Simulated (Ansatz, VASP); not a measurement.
# Two plane-wave programs on Os

```
Os
1.0
     2.59127    0.00000    0.00000
     0.00000    2.59127    0.00000
     0.00000    0.00000    2.59127
Os
1
Cartesian
  0.0000 0.0000 0.0000
```

Alike in both runs: task single point; functional PBE; k mesh 14 × 14 × 14; occupations fermi-dirac, width 0.1 eV; no spin polarisation.

|  | VASP | Ansatz |
| --- | --- | --- |
| version | VASP 6.6.1 | Ansatz 0.2.0 |
| potentials or method | VASP PAW PBE potentials, release 64 (Os), cutoff 520 eV | plane waves (420 eV) with PAW, scalar-relativistic |
| valence electrons in the cell | 8 | 16 |

|  | VASP | Ansatz | Ansatz less VASP |
| --- | --- | --- | --- |
| pressure (GPa) | -9.6 | -9.2 | +0.40 |

VASP's potentials hold 8 valence electrons a cell and Ansatz's 16, so a difference there can come from the potentials and not from the codes.

Neither program's run includes spin-orbit coupling.
